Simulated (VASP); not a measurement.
# Al3Ni4F in VASP: single point with PBEsol

Aim: the single point of Al3Ni4F with PBEsol.

All numbers are computed with VASP 6.6.1; they aren't measurements. Logs are shortened: lines on timing, memory, paths and dates and some standing lists are left out, and cuts for length are marked.

### Step 1. The cell of the first run

The cell holds a slab with vacuum, 8 atoms: a = 2.862 Å, b = 2.862 Å, c = 27.586 Å, α = 90.00°, β = 90.00°, γ = 90.00°.

### Step 2. Single point, PBEsol

INCAR

```
PREC     = Accurate       # precision mode
ENCUT    = 520            # plane-wave cutoff, eV
EDIFF    = 1E-6           # SCF threshold, eV
ISMEAR   = 0              # smearing method
SIGMA    = 0.1            # smearing width, eV
LREAL    = F              # projectors in reciprocal space
LASPH    = T              # aspherical terms in the spheres
NELM     = 100            # most SCF steps
ALGO     = Normal         # electronic algorithm
ISIF     = 2              # what is computed and relaxed
LWAVE    = F              # write WAVECAR
LCHARG   = T              # write CHGCAR
LDIPOL   = T            
IDIPOL   = 3            
DIPOL    = 0.5 0.5 0.488
GGA      = PS             # functional
LELF     = T              # ELF
LVHAR    = T            
LVACPOTAV= T            
NBANDS   = 38             # bands
```

KPOINTS

```
regular mesh
0
Gamma
  10 10 1
```

POSCAR

```
Al3Ni4F
1.0
    2.8621655520      0.0000000000      0.0000000000
    0.0000000000      2.8621655520      0.0000000000
    0.0000000000      0.0000000000     27.5864966560
Ni Al F
4 3 1
Direct
    0.5000000000      0.5000000000      0.3081217636
    0.5000000000      0.5000000000      0.4118741750
    0.5000000000      0.5000000000      0.5151566241
    0.5000000000      0.5000000000      0.6155564649
    0.0000000000      0.0000000000      0.3599979693
    0.0000000000      0.0000000000      0.4633164702
    0.0000000000      0.0000000000      0.5667937095
    0.0000000000      0.5000000000      0.6615688239
```

Potentials or basis: VASP PAW PBE potentials, release 64 (Ni, Al, F).

On the command line:

```sh
cat potpaw_PBE.64/Ni/POTCAR potpaw_PBE.64/Al/POTCAR potpaw_PBE.64/F/POTCAR > POTCAR
mpirun -np 1 vasp_std > vasp.out
```

OUTCAR:

```text
PREC = Accurate
   ENCUT = 520
   EDIFF = 1E-6
   ISMEAR = 0
   LREAL = F
   LASPH = T
   NELM = 100
   ISIF = 2
   GGA = PS

 ion  position               nearest neighbor table
   1  0.500  0.500  0.308-   5 2.48   5 2.48   5 2.48   5 2.48   2 2.86
   2  0.500  0.500  0.412-   6 2.47   6 2.47   6 2.47   6 2.47   5 2.48   5 2.48   5 2.48   5 2.48
                             3 2.85   1 2.86
   3  0.500  0.500  0.515-   7 2.47   7 2.47   7 2.47   7 2.47   6 2.48   6 2.48   6 2.48   6 2.48
                             4 2.77   2 2.85
   4  0.500  0.500  0.616-   8 1.91   8 1.91   7 2.43   7 2.43   7 2.43   7 2.43   3 2.77
   5  0.000  0.000  0.360-   1 2.48   1 2.48   1 2.48   1 2.48   2 2.48   2 2.48   2 2.48   2 2.48
                             6 2.85
   6  0.000  0.000  0.463-   2 2.47   2 2.47   2 2.47   2 2.47   3 2.48   3 2.48   3 2.48   3 2.48
                             5 2.85   7 2.85
   7  0.000  0.000  0.567-   4 2.43   4 2.43   4 2.43   4 2.43   3 2.47   3 2.47   3 2.47   3 2.47
                             6 2.85
   8  0.000  0.500  0.662-   4 1.91   4 1.91

  LATTYP: Found a simple tetragonal cell.
 ALAT       =     2.8621655520
 C/A-ratio  =     9.6383301926

  Lattice vectors:

 A1 = (   2.8621655520,   0.0000000000,   0.0000000000)
 A2 = (   0.0000000000,   2.8621655520,   0.0000000000)
 A3 = (   0.0000000000,   0.0000000000,  27.5864966560)

Analysis of symmetry for initial positions (statically):
=====================================================================
 Subroutine PRICEL returns:
 Original cell was already a primitive cell.

 Routine SETGRP: Setting up the symmetry group for a
 simple tetragonal supercell.

 Subroutine GETGRP returns: Found  4 space group operations
 (whereof  4 operations were pure point group operations)
 out of a pool of 16 trial point group operations.

The static configuration has the point symmetry C_2v.

Analysis of symmetry for dynamics (positions and initial velocities):
=====================================================================
 Subroutine PRICEL returns:
 Original cell was already a primitive cell.

 Routine SETGRP: Setting up the symmetry group for a
 simple tetragonal supercell.

 Subroutine GETGRP returns: Found  4 space group operations
 (whereof  4 operations were pure point group operations)
 out of a pool of 16 trial point group operations.

The dynamic configuration has the point symmetry C_2v.

 Subroutine INISYM returns: Found  4 space group operations
[... 113 lines left out ...]
   IBRION =     -1    ionic relax: 0-MD 1-quasi-New 2-CG
   NFREE  =      0    steps in history (QN), initial steepest desc. (CG)
   ISIF   =      2    stress and relaxation
   ISYM   =      2    0-nonsym 1-usesym 2-fastsym
   POTIM  = 0.5000    time-step for ionic-motion
   TEBEG  =    0.0;   TEEND  =   0.0 temperature during run
   PSTRESS=    0.0 pullay stress
   NELECT =      56.0000    total number of electrons
   NUPDOWN=      -1.0000    fix difference up-down
   EMIN   =  10.00;   EMAX   =-10.00  energy-range for DOS
   EFERMI =   0.00;   METHOD = LEGACY
   ISMEAR =     0;   SIGMA  =   0.10  broadening in eV -4-tet -1-fermi 0-gaus
   EFERMI_NEDOS =   21; number of points for ismear=-14 and -15
   IALGO  =     38    algorithm
   IMIX   =      4    mixing-type and parameters
     AMIX     =   0.40;   BMIX     =  1.00
     AMIX_MAG =   1.60;   BMIX_MAG =  1.00
  volume/ion in A,a.u.               =      28.25       190.63
  Fermi-wavevector in a.u.,A,eV,Ry     =   1.028274  1.943156 14.386083  1.057347
  Thomas-Fermi vector in A             =   2.162262
   LORBIT       =      0    0 simple, 1 ext, 2 COOP (PROOUT), +10 PAW based schemes
   GGA     = PS    functional components
   LHFCALC =     F    Hartree Fock is set to
   AEXX    =    0.0000 exact exchange contribution
   IVDW    =     0    specifies the selected vdW correction
   LEPSILON=     F    determine dielectric tensor
   LRPA    =     F    only Hartree local field effects (RPA)
 non-spin polarized calculation
 Gauss-broadening in eV      SIGMA  =   0.10
  energy-cutoff  :      520.00
  volume of cell :      225.99
 maximum number of plane-waves:      6141
 NGX is ok and might be reduce to    24
   NGX = 11   NGY = 11   NGZ =103

 dipolmoment           0.000000      0.000000     -0.055687 electrons x Angstroem

 number of electron      56.0000025 magnetization

 dipolmoment           0.000000      0.000000      0.142743 electrons x Angstroem

 Free energy of the ion-electron system (eV)
  ---------------------------------------------------
  ext. energy  EPLUGINS =         0.00000000
  ---------------------------------------------------
  free energy    TOTEN  =       -43.10206821 eV

  energy without entropy =      -43.07256796  energy(sigma->0) =      -43.08731808

 E-fermi :  -0.1621     XC(G=0):  -5.4960

 val. band max:       -0.1643427339   @ k =   0.5000   0.2000   0.0000
 cond. band min:      -0.1615520793   @ k =  -0.1000   0.5000   0.0000
 fundamental gap:      0.0027906546
 Fermi energy:        -0.1621362559

 k-point     1 :       0.0000    0.0000    0.0000
  band No.  band energies     occupation
      1     -22.8389      2.00000
      2     -11.0685      2.00000
      3      -9.9503      2.00000
      4      -8.3006      2.00000
      5      -6.3948      2.00000
      6      -5.0562      2.00000
[... 973 lines left out ...]
     37       5.9857      0.00000
     38       7.1210      0.00000

 [... further k-points ...]
[... 5 lines left out ...]
  --------------------------------------------------------------------------------------
  -------------------------------------------------------------------------------------
  Total       -2.0820000     -1.9035210     -0.6497587      0.0000000      0.0000000      0.0000000
  in kB      -14.7606424    -13.4952893     -4.6065589      0.0000000      0.0000000      0.0000000
  external PRESSURE =     -10.9541635 kB  Pullay stress =       0.0000000 kB

 VOLUME and BASIS-vectors are now :
 -----------------------------------------------------------------------------
  energy-cutoff  :      520.00
  volume of cell :      225.99
      direct lattice vectors                 reciprocal lattice vectors
     2.862165552  0.000000000  0.000000000     0.349385800  0.000000000  0.000000000
     0.000000000  2.862165552  0.000000000     0.000000000  0.349385800  0.000000000
     0.000000000  0.000000000 27.586496656     0.000000000  0.000000000  0.036249619

 POSITION                                       TOTAL-FORCE (eV/Angst)
 -----------------------------------------------------------------------------------
      1.43108      1.43108      8.50000         0.000000      0.000000      0.730340
      1.43108      1.43108     11.36217         0.000000      0.000000      0.263217
      1.43108      1.43108     14.21137         0.000000      0.000000      0.006245
      1.43108      1.43108     16.98105         0.000000      0.000000     -0.008238
      0.00000      0.00000      9.93108         0.000000      0.000000     -0.993657
      0.00000      0.00000     12.78128         0.000000      0.000000     -0.004787
      0.00000      0.00000     15.63585         0.000000      0.000000     -0.014623
      0.00000      1.43108     18.25037         0.000000      0.000000      0.021502
 -----------------------------------------------------------------------------------
    total drift:                                0.000000     -0.000000      0.000359

  FREE ENERGIE OF THE ION-ELECTRON SYSTEM (eV)
  ---------------------------------------------------
  free  energy   TOTEN  =       -43.1020682055 eV

  energy  without entropy=      -43.0725679631  energy(sigma->0) =      -43.08731808

 vacuum level on the upper side and lower side of the slab         7.660         4.507
```

Run time: 15 min. Hardware: 1 thread of Intel Xeon 6975P-C, shared host; peak memory 0.52 GiB.

Results:

```
Free energy            : -43.1021 eV
Largest force          : 0.994 eV/Å
Band gap on the k mesh : zero (band 28 reaches 0.26 eV, above the bottom of band 29 at -0.67 eV)
```

Forces in eV/Å, atoms in the order of the input:
```
Ni   0.000  0.000  0.730
Ni   0.000  0.000  0.263
Ni   0.000  0.000  0.006
Ni   0.000  0.000 -0.008
Al   0.000  0.000 -0.994
Al   0.000  0.000 -0.005
Al   0.000  0.000 -0.015
F    0.000  0.000  0.022
```

Caveat: the PAW data sets were made with another functional, which shifts forces and pressure a little; the run has no spin polarisation, though such a crystal can be magnetic. With open d or f shells a metallic result of PBEsol can be an artefact of self-interaction; +U or a hybrid may open a gap.
